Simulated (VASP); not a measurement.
# Hf (Im-3m) in VASP: notebook, part 2 of 2

VASP 6.6.1. Earlier steps stand in the parts before.

## (3) Single point, pbe exchange, pbesol correlation, non-collinear spin, zero start, spin-orbit coupling

This run uses another cell than the first one, of 23.52 Å³/atom.

INCAR reads:

```
PREC = Accurate
ENCUT = 500
EDIFF = 1E-6
ISMEAR = 0
SIGMA = 0.1
LREAL = F
LASPH = T
NELM = 200
ALGO = Normal
ISIF = 2
LWAVE = F
LCHARG = T
LNONCOLLINEAR = T
MAGMOM = 0 0 0
LORBIT = 11
LSORBIT = T
GGA_COMPAT = F
LORBMOM = T
LMAXMIX = 4
GGA = LIBXC
LIBXC1 = GGA_X_PBE
LIBXC2 = GGA_C_PBE_SOL
LVHAR = T
NBANDS = 21
```

KPOINTS reads:

```
Automatic mesh
0
Gamma
  8 8 8
```

POSCAR reads:

```
Hf
1.0
   -1.8050000000      1.8050000000      1.8050000000
    1.8050000000     -1.8050000000      1.8050000000
    1.8050000000      1.8050000000     -1.8050000000
Hf
1
Direct
    0.0000000000      0.0000000000      0.0000000000
```

Potentials or basis: VASP PAW PBE potentials, release 64 (Hf_pv).

Launch:

```bash
> cat potpaw_PBE.64/Hf_pv/POTCAR > POTCAR
> mpirun -np 1 vasp_ncl > vasp.out
```

OUTCAR:

```text
PREC = Accurate
   ENCUT = 500
   EDIFF = 1E-6
   ISMEAR = 0
   LREAL = F
   LASPH = T
   NELM = 200
   ISIF = 2
   LNONCOLLINEAR = T
   LORBIT = 11
   LSORBIT = T
   GGA = LIBXC

 ion  position               nearest neighbor table
   1  0.000  0.000  0.000-

  LATTYP: Found a body centered cubic cell.
 ALAT       =     3.6100000000

  Lattice vectors:

 A1 = (  -1.8050000000,   1.8050000000,   1.8050000000)
 A2 = (   1.8050000000,  -1.8050000000,   1.8050000000)
 A3 = (   1.8050000000,   1.8050000000,  -1.8050000000)

Analysis of symmetry for initial positions (statically):
=====================================================================
 Subroutine PRICEL returns:
 Original cell was already a primitive cell.

 Routine SETGRP: Setting up the symmetry group for a
 body centered cubic supercell.

 Subroutine GETGRP returns: Found 48 space group operations
 (whereof 48 operations were pure point group operations)
 out of a pool of 48 trial point group operations.

The static configuration has the point symmetry O_h .

Analysis of symmetry for dynamics (positions and initial velocities):
=====================================================================
 Subroutine PRICEL returns:
 Original cell was already a primitive cell.

 Routine SETGRP: Setting up the symmetry group for a
 body centered cubic supercell.

 Subroutine GETGRP returns: Found 48 space group operations
 (whereof 48 operations were pure point group operations)
 out of a pool of 48 trial point group operations.

The dynamic configuration has the point symmetry O_h .

Analysis of structural, dynamic, and magnetic symmetry:
=====================================================================
 Subroutine PRICEL returns:
 Original cell was already a primitive cell.

 Routine SETGRP: Setting up the symmetry group for a
 body centered cubic supercell.

 Subroutine GETGRP returns: Found 48 space group operations
 (whereof 48 operations were pure point group operations)
 out of a pool of 48 trial point group operations.

The overall configuration has the point symmetry O_h .

 Subroutine INISYM returns: Found 48 space group operations
 (whereof 48 operations are pure point group operations),
 and found     1 'primitive' translations

----------------------------------------------------------------------------------------

                                     Primitive cell

  volume of cell :      23.5229

  direct lattice vectors                    reciprocal lattice vectors
    -1.805000000  1.805000000  1.805000000     0.000000000  0.277008310  0.277008310
     1.805000000 -1.805000000  1.805000000     0.277008310  0.000000000  0.277008310
     1.805000000  1.805000000 -1.805000000     0.277008310  0.277008310  0.000000000

  length of vectors
     3.126351708  3.126351708  3.126351708     0.391748909  0.391748909  0.391748909

  position of ions in fractional coordinates (direct lattice)
     0.000000000  0.000000000  0.000000000

  ion indices of the primitive-cell ions
   primitive index   ion index
                 1           1
[... 97 lines left out ...]
   GGA     = LIBXC    functional components
   LHFCALC =     F    Hartree Fock is set to
   AEXX    =    0.0000 exact exchange contribution
   IVDW    =     0    specifies the selected vdW correction
   LEPSILON=     F    determine dielectric tensor
   LRPA    =     F    only Hartree local field effects (RPA)
 Gauss-broadening in eV      SIGMA  =   0.10
  energy-cutoff  :      500.00
  volume of cell :       23.52
 maximum number of plane-waves:      1222
   NGX = 11   NGY = 11   NGZ = 11

 number of electron      10.0000000 magnetization       0.0000000      0.0000000      0.0000000

 number of electron      10.0000001 magnetization      -0.0000000     -0.0000000     -0.0000000

 number of electron      10.0000001 magnetization       0.0000000     -0.0000000      0.0000000

 number of electron      10.0000001 magnetization      -0.0000000      0.0000000     -0.0000000

 Free energy of the ion-electron system (eV)
  ---------------------------------------------------
  ext. energy  EPLUGINS =         0.00000000
  ---------------------------------------------------
  free energy    TOTEN  =       -10.19528920 eV

  energy without entropy =      -10.18525594  energy(sigma->0) =      -10.19027257

 E-fermi :   4.2017     XC(G=0): -11.0514

 val. band max:        4.1995936440   @ k =   0.2500   0.2500   0.0000
 cond. band min:       4.2735743778   @ k =   0.5000   0.5000   0.1250
 fundamental gap:      0.0739807338
 Fermi energy:         4.2017268236

 k-point     1 :       0.0000    0.0000    0.0000
  band No.  band energies     occupation
      1     -30.7237      1.00000
      2     -30.7237      1.00000
      3     -23.6041      1.00000
      4     -23.6041      1.00000
      5     -23.6041      1.00000
      6     -23.6041      1.00000
[... 565 lines left out ...]
     20      15.5730      0.00000
     21      17.0872      0.00000

 [... further k-points ...]

------------------------ aborting loop because EDIFF is reached ----------------------------------------

  FORCE on cell =-STRESS in cart. coord.  units (eV):
  Direction    XX          YY          ZZ          XY          YZ          ZX
  --------------------------------------------------------------------------------------
  -------------------------------------------------------------------------------------
  Total       -0.8432516     -0.8432516     -0.8432516      0.0000000     -0.0000000     -0.0000000
  in kB      -57.4349397    -57.4349397    -57.4349397      0.0000000     -0.0000000     -0.0000000
  external PRESSURE =     -57.4349397 kB  Pullay stress =       0.0000000 kB

 VOLUME and BASIS-vectors are now :
 -----------------------------------------------------------------------------
  energy-cutoff  :      500.00
  volume of cell :       23.52
      direct lattice vectors                 reciprocal lattice vectors
    -1.805000000  1.805000000  1.805000000     0.000000000  0.277008310  0.277008310
     1.805000000 -1.805000000  1.805000000     0.277008310  0.000000000  0.277008310
     1.805000000  1.805000000 -1.805000000     0.277008310  0.277008310  0.000000000

 POSITION                                       TOTAL-FORCE (eV/Angst)
 -----------------------------------------------------------------------------------
      0.00000      0.00000      0.00000         0.000000      0.000000      0.000000
 -----------------------------------------------------------------------------------
    total drift:                                0.000000      0.000000      0.000000

  FREE ENERGIE OF THE ION-ELECTRON SYSTEM (eV)
  ---------------------------------------------------
  free  energy   TOTEN  =       -10.1952892006 eV

  energy  without entropy=      -10.1852559418  energy(sigma->0) =      -10.19027257

 orbital moment (x)

 # of ion     p       d       tot
 ----------------------------------------
  1         0.000   0.000   0.000
 ----------------------------------------
            0.000   0.000   0.000

 orbital moment (y)

 # of ion     p       d       tot
 ----------------------------------------
  1         0.000   0.000   0.000
 ----------------------------------------
            0.000   0.000   0.000

 orbital moment (z)

 # of ion     p       d       tot
 ----------------------------------------
  1         0.000   0.000   0.000
 ----------------------------------------
            0.000   0.000   0.000

 Spin-Orbit-Coupling matrix elements

 Ion:    1  E_soc:     -1.3652382
 l=   1
     0.0000000    -0.2184748    -0.2184748
    -0.2184748     0.0000000    -0.2184748
    -0.2184748    -0.2184748     0.0000000
 l=   2
     0.0000000    -0.0013064     0.0000000    -0.0013064    -0.0077586
    -0.0013064     0.0000000    -0.0058189    -0.0013064    -0.0019396
     0.0000000    -0.0058189     0.0000000    -0.0058189     0.0000000
    -0.0013064    -0.0013064    -0.0058189     0.0000000    -0.0019396
    -0.0077586    -0.0019396     0.0000000    -0.0019396     0.0000000
 l=   3
     0.0000000     0.0000000     0.0000000     0.0000000     0.0000000     0.0000000     0.0000000
     0.0000000     0.0000000     0.0000000     0.0000000     0.0000000     0.0000000     0.0000000
     0.0000000     0.0000000     0.0000000     0.0000000     0.0000000     0.0000000     0.0000000
     0.0000000     0.0000000     0.0000000     0.0000000     0.0000000     0.0000000     0.0000000
     0.0000000     0.0000000     0.0000000     0.0000000     0.0000000     0.0000000     0.0000000
     0.0000000     0.0000000     0.0000000     0.0000000     0.0000000     0.0000000     0.0000000
     0.0000000     0.0000000     0.0000000     0.0000000     0.0000000     0.0000000     0.0000000

 total charge

# of ion       s       p       d       tot
------------------------------------------
    1        0.373   6.388   1.554   8.315

 magnetization (x)

# of ion       s       p       d       tot
------------------------------------------
    1       -0.000   0.000   0.000  -0.000

 magnetization (y)

# of ion       s       p       d       tot
------------------------------------------
    1       -0.000  -0.000  -0.000  -0.000

 magnetization (z)

# of ion       s       p       d       tot
------------------------------------------
    1        0.000   0.000   0.000   0.000
```

It took 12 s on 1 thread of Intel Xeon 6975P-C (Granite Rapids), shared host; peak memory 0.2 GiB.

Results:

| Property | Result |
| --- | --- |
| Free energy | -10.1953 eV |
| Pressure | -5.7 GPa |
| Net moment | 0.00 μB per cell |
| Valence electrons inside the program's atomic spheres | Hf 8.31 |

Moments on the atoms (μB; x, y, z):
```
Hf  0.00 0.00 0.00
```

Caveat: the cell stands under tension; the PAW data sets were made with another functional, which shifts forces and pressure a little.

## (4) Single point, r2SCAN+rVV10

This run uses another cell than the first one, of 23.52 Å³/atom.

POSCAR is that of step 3.

INCAR.step1 reads:

```
SYSTEM = Hf
ALGO = Normal ; EDIFF = 1E-5
ENCUT = 550 ; GGA = PE
GGA_COMPAT = .FALSE. ; ISMEAR = -1
LASPH = .TRUE. ; LCHARG = .FALSE.
LREAL = .FALSE. ; LWAVE = .TRUE.
NBANDS = 11 ; NELM = 120
PREC = Accurate ; SIGMA = 0.01
```

INCAR.step2 reads:

```
SYSTEM = Hf
ALGO = Normal ; BPARAM = 11.95
CPARAM = 0.0093 ; EDIFF = 1E-6
ENCUT = 550 ; GGA_COMPAT = .FALSE.
ISIF = 2 ; ISMEAR = -1
ISTART = 1 ; IVDW_NL = 2
LASPH = .TRUE. ; LCHARG = .FALSE.
LMIXTAU = .TRUE. ; LREAL = .FALSE.
LUSE_VDW = .TRUE. ; LWAVE = .FALSE.
METAGGA = R2SCAN ; NBANDS = 11
NELM = 120 ; PREC = Accurate
SIGMA = 0.01
```

KPOINTS reads:

```
k-points
0
G
  10 10 10
  0 0 0
```

Potentials or basis: VASP PAW PBE potentials, release 64 (Hf_pv).

Launch:

```bash
> cat potpaw_PBE.64/Hf_pv/POTCAR > POTCAR
> cp INCAR.step1 INCAR
> mpirun -np 1 vasp_std > vasp.out
> cp INCAR.step2 INCAR
> mpirun -np 1 vasp_std > vasp.out
```

OUTCAR:

```text
SYSTEM = Hf
   BPARAM = 11.95
   EDIFF = 1E-6
   ENCUT = 550
   ISIF = 2
   ISMEAR = -1
   ISTART = 1
   IVDW_NL = 2
   LASPH = .TRUE.
   LREAL = .FALSE.
   METAGGA = R2SCAN
   NELM = 120
   PREC = Accurate

 ion  position               nearest neighbor table
   1  0.000  0.000  0.000-

  LATTYP: Found a body centered cubic cell.
 ALAT       =     3.6100000000

  Lattice vectors:

 A1 = (  -1.8050000000,   1.8050000000,   1.8050000000)
 A2 = (   1.8050000000,  -1.8050000000,   1.8050000000)
 A3 = (   1.8050000000,   1.8050000000,  -1.8050000000)

Analysis of symmetry for initial positions (statically):
=====================================================================
 Subroutine PRICEL returns:
 Original cell was already a primitive cell.

 Routine SETGRP: Setting up the symmetry group for a
 body centered cubic supercell.

 Subroutine GETGRP returns: Found 48 space group operations
 (whereof 48 operations were pure point group operations)
 out of a pool of 48 trial point group operations.

The static configuration has the point symmetry O_h .

Analysis of symmetry for dynamics (positions and initial velocities):
=====================================================================
 Subroutine PRICEL returns:
 Original cell was already a primitive cell.

 Routine SETGRP: Setting up the symmetry group for a
 body centered cubic supercell.

 Subroutine GETGRP returns: Found 48 space group operations
 (whereof 48 operations were pure point group operations)
 out of a pool of 48 trial point group operations.

The dynamic configuration has the point symmetry O_h .

 Subroutine INISYM returns: Found 48 space group operations
 (whereof 48 operations are pure point group operations),
 and found     1 'primitive' translations

----------------------------------------------------------------------------------------

[... 114 lines left out ...]
   LORBIT       =      0    0 simple, 1 ext, 2 COOP (PROOUT), +10 PAW based schemes
   METAGGA = R2SCAN    functional components
   LHFCALC =     F    Hartree Fock is set to
   AEXX    =    0.0000 exact exchange contribution
   IVDW_NL    =     2    kernel type
   BPARAM     =11.9500
   IVDW    =     0    specifies the selected vdW correction
   LEPSILON=     F    determine dielectric tensor
   LRPA    =     F    only Hartree local field effects (RPA)
 non-spin polarized calculation
  energy-cutoff  :      550.00
  volume of cell :       23.52
 maximum number of plane-waves:       703
   NGX = 11   NGY = 11   NGZ = 11

 number of electron      10.0000001 magnetization

 Free energy of the ion-electron system (eV)
  ---------------------------------------------------
  ext. energy  EPLUGINS =         0.00000000
  ---------------------------------------------------
  free energy    TOTEN  =       -44.73441478 eV

  energy without entropy =      -44.73359482  energy(sigma->0) =      -44.73400480

 E-fermi :   4.1002     XC(G=0): -11.9369

 val. band max:        4.0474632666   @ k =   0.3000   0.1000  -0.0000
 cond. band min:       4.1070679535   @ k =  -0.4000   0.4000   0.1000
 fundamental gap:      0.0596046869
 Fermi energy:         4.1002440536

 k-point     1 :       0.0000    0.0000    0.0000
  band No.  band energies     occupation
      1     -27.0542      2.00000
      2     -27.0542      2.00000
      3     -27.0542      2.00000
      4      -3.1198      2.00000
      5       5.8415      0.00000
      6       5.8415      0.00000
      7       5.8415      0.00000
      8       8.5176      0.00000
      9       8.5176      0.00000
     10      16.0642      0.00000
     11      17.8069      0.00000
[... 309 lines left out ...]
 k-point    24 :      -0.3000    0.3000    0.1000
  band No.  band energies     occupation
      1     -27.5184      2.00000
      2     -27.2301      2.00000
      3     -27.1093      2.00000
      4      -0.1672      2.00000
      5       4.3600      0.00000
      6       4.7125      0.00000
      7       7.2066      0.00000
      8       8.6519      0.00000
      9       9.2957      0.00000
     10      16.0606      0.00000
     11      16.4182      0.00000

 [... further k-points ...]

------------------------ aborting loop because EDIFF is reached ----------------------------------------

  FORCE on cell =-STRESS in cart. coord.  units (eV):
  Direction    XX          YY          ZZ          XY          YZ          ZX
  --------------------------------------------------------------------------------------
  -------------------------------------------------------------------------------------
  Total       -1.0127918     -1.0127918     -1.0127918      0.0000000     -0.0000000     -0.0000000
  in kB      -68.9825361    -68.9825361    -68.9825361      0.0000000     -0.0000000     -0.0000000
  external PRESSURE =     -68.9825361 kB  Pullay stress =       0.0000000 kB

 VOLUME and BASIS-vectors are now :
 -----------------------------------------------------------------------------
  energy-cutoff  :      550.00
  volume of cell :       23.52
      direct lattice vectors                 reciprocal lattice vectors
    -1.805000000  1.805000000  1.805000000     0.000000000  0.277008310  0.277008310
     1.805000000 -1.805000000  1.805000000     0.277008310  0.000000000  0.277008310
     1.805000000  1.805000000 -1.805000000     0.277008310  0.277008310  0.000000000

 POSITION                                       TOTAL-FORCE (eV/Angst)
 -----------------------------------------------------------------------------------
      0.00000      0.00000      0.00000         0.000000      0.000000      0.000000
 -----------------------------------------------------------------------------------
    total drift:                               -0.000000      0.000000     -0.000000

  FREE ENERGIE OF THE ION-ELECTRON SYSTEM (eV)
  ---------------------------------------------------
  free  energy   TOTEN  =       -44.7344147849 eV

  energy  without entropy=      -44.7335948185  energy(sigma->0) =      -44.73400480
```

Run time: 53 s. Hardware: 1 thread of Intel Xeon Platinum 8375C at 2.90GHz (Ice Lake), shared host; peak memory 0.22 GiB.

What came out:

- Free energy: -44.7344 eV
- Pressure: -6.9 GPa
- Band gap on the k mesh: zero (bands 5 and 6 overlap by 2.45 eV)

Caveat: the cell stands under tension; the PAW data sets were made with another functional, which shifts forces and pressure a little; spin-orbit coupling is left out, which moves the levels of the heavy elements.

## (5) Overview

```tsv
level	spin	cell	k mesh	cutoff (eV)	smearing	gap on the mesh (eV)	pressure (GPa)
RPBE+D4	off	a = 2.996 Å, angles 109.5°, 1 atom	10 × 10 × 10	500	methfessel-paxton 0.1 eV	none	8.7
pbe exchange, pbesol correlation	non-collinear, zero start, SOC	a = 3.126 Å, angles 109.5°, 1 atom	8 × 8 × 8	500	gaussian 0.1 eV	-	-5.7
r2SCAN+rVV10	off	a = 3.126 Å, angles 109.5°, 1 atom	10 × 10 × 10	550	fermi-dirac 0.01 eV	none	-6.9
```

Alike in all rows: task single point; potentials or basis VASP PAW PBE potentials, release 64 (Hf_pv).

Caveats: the PAW data sets were made with another functional, which shifts forces and pressure a little; spin-orbit coupling is left out, which moves the levels of the heavy elements (at least some runs); the cell stands under tension (at least some runs); the cell stands under pressure (at least some runs).

Absolute energies hang on the potentials; compare differences alone.
